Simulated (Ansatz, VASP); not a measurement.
**KBr in VASP and in Ansatz**

File POSCAR:

```
KBr
1.0
    0.0000000000      3.6882992926      3.6882992926
    3.6882992926      0.0000000000      3.6882992926
    3.6882992926      3.6882992926      0.0000000000
K Br
1 1
Direct
    0.0000000000      0.0000000000      0.0000000000
    0.2500000000      0.2500000000      0.2500000000
```

File INCAR.step1:

```
PREC = Accurate
ENCUT = 520
EDIFF = 1E-5
ISMEAR = 0
SIGMA = 0.05
LREAL = False
LASPH = True
NELM = 80
ALGO = Normal
ISIF = 2
LWAVE = True
LCHARG = False
NBANDS = 15
GGA = PE
```

INCAR.step2

```
PREC = Accurate
ENCUT = 520
EDIFF = 1E-6
ISMEAR = 0
SIGMA = 0.05
LREAL = False
LASPH = True
NELM = 80
ALGO = Normal
ISIF = 2
LWAVE = False
LCHARG = False
GGA = PE
LHFCALC = True
HFSCREEN = 0.2079
PRECFOCK = Normal
NBANDS = 15
ISTART = 1
```

File KPOINTS:

```
Automatic mesh
0
Gamma
  4 4 4
```

Input for Ansatz:

```yaml
crystal:
  lattice:
    - [0.0, 3.6882992926, 3.6882992926]
    - [3.6882992926, 0.0, 3.6882992926]
    - [3.6882992926, 3.6882992926, 0.0]
  atoms:
    - { symbol: K, position: [0.0, 0.0, 0.0] }
    - { symbol: Br, position: [0.25, 0.25, 0.25] }
kpoints:
  mp_grid: { grid: [4, 4, 4] }
hamiltonian:
  xc: hse06
scf:
  occupations: { method: gaussian, width: 0.05 }
  n_extra_bands: 4
output:
  forces: true
  stress: true
  eigenvalues: true
```

Alike in both runs: task single point; functional HSE06; k mesh 4 × 4 × 4; occupations gaussian, width 0.05 eV; no spin polarisation.

|  | VASP | Ansatz |
| --- | --- | --- |
| version | VASP 6.6.1 | Ansatz 0.2.0 |
| potentials or method | VASP PAW PBE potentials, release 64 (K_sv, Br) | plane waves |
| plane-wave cutoff (eV) | 520 | 420 |
| valence electrons in the cell | 16 | 16 |

VASP gave:

* gap on the k mesh at the Fermi level (eV): 5.39
* pressure (GPa): 0.2

**Question.** Estimate Ansatz's values.

**Answer.** gap on the k mesh at the Fermi level (eV): 5.39; pressure (GPa): 0.1.

Ansatz's warnings: stress exchange threshold loose, stress scf threshold loose.
